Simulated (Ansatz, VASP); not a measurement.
# TiO2: VASP beside Ansatz

File INCAR:

```
SYSTEM = TiO2
PREC = Accurate ; ENCUT = 600
EDIFF = 1E-7 ; ISMEAR = -1
SIGMA = 0.05 ; LREAL = .FALSE.
LASPH = .TRUE. ; NELM = 150
ALGO = Normal ; ISIF = 3
LWAVE = .FALSE. ; LCHARG = .FALSE.
LMAXMIX = 4 ; LDAU = .TRUE.
LDAUTYPE = 2 ; LDAUL = 2 -1
LDAUU = 5 0 ; LDAUJ = 0 0
LDAUPRINT = 1 ; GGA = PS
IBRION = 2 ; NSW = 60
EDIFFG = -0.01
```

Contents of KPOINTS:

```
Automatic mesh
0
G
  6 6 9
  0 0 0
```

Contents of POSCAR:

```
TiO2
1.0
    4.5998373239      0.0000000000      0.0000000000
    0.0000000000      4.5998373239      0.0000000000
    0.0000000000      0.0000000000      2.9592135600
Ti O
2 4
Direct
    0.0000000000      0.0000000000      0.5000000000
    0.5000000000      0.5000000000      0.0000000000
    0.3043213200      0.3043213200      0.5000000000
    0.1956786800      0.8043213200      0.0000000000
    0.8043213200      0.1956786800      0.0000000000
    0.6956786800      0.6956786800      0.5000000000
```

The input input.yaml:

```yaml
crystal:
  lattice:
    - [4.5998373239, 0.0, 0.0]
    - [0.0, 4.5998373239, 0.0]
    - [0.0, 0.0, 2.95921356]
  atoms:
    - { symbol: Ti, position: [0.0, 0.0, 0.5] }
    - { symbol: Ti, position: [0.5, 0.5, 0.0] }
    - { symbol: O, position: [0.30432132, 0.30432132, 0.5] }
    - { symbol: O, position: [0.19567868, 0.80432132, 0.0] }
    - { symbol: O, position: [0.80432132, 0.19567868, 0.0] }
    - { symbol: O, position: [0.69567868, 0.69567868, 0.5] }
hamiltonian:
  xc: pbesol
  pseudopotentials: { kind: paw }
  hubbard: { sites: [{ species: Ti, l: d, u_eff: 5.0 }] }
kpoints:
  mp_grid: { grid: [6, 6, 9] }
scf:
  occupations: { method: fermi_dirac, width: 0.05 }
output:
  forces: true
  stress: true
  eigenvalues: true
relax:
  f_tol: 0.01
  max_steps: 40
  cell: { stress_tol: 0.05 }
```

Alike in both runs: task relaxation of cell and atoms; functional PBEsol; k mesh 6 × 6 × 9; occupations fermi-dirac, width 0.05 eV; no spin polarisation; Hubbard terms Ti d U = 5.0 eV.

|  | VASP | Ansatz |
| --- | --- | --- |
| version | VASP 6.6.1 | Ansatz 0.2.0 |
| potentials or method | VASP PAW PBE potentials, release 64 (Ti_sv, O) | Ansatz PAW |
| plane-wave cutoff (eV) | 600 | 420 |
| valence electrons in the cell | 48 | 48 |

Ansatz gave:

```
gap on the k mesh at the Fermi level, each at its own relaxed structure (eV) : 2.41
relaxed volume (Å³/atom)                                                     : 10.51
relaxed cell length with the largest relative difference (Å)                 : 4.591
```

Q: What did VASP give for the same quantities?

A: gap on the k mesh at the Fermi level, each at its own relaxed structure (eV): 2.39; relaxed volume (Å³/atom): 10.73; relaxed cell length with the largest relative difference (Å): 4.626.

VASP's potentials were made for PBE, not for PBEsol. The programs project onto different local orbitals, so the same U acts differently, and such runs can settle in different states.

Noted on Ansatz's run: odd divisions of the mesh miss points on the zone boundary, where band edges often lie, so the gap on the mesh can be too wide; the plane-wave basis is chosen anew once the cell has moved, so the energies of steps on either side of that aren't comparable.
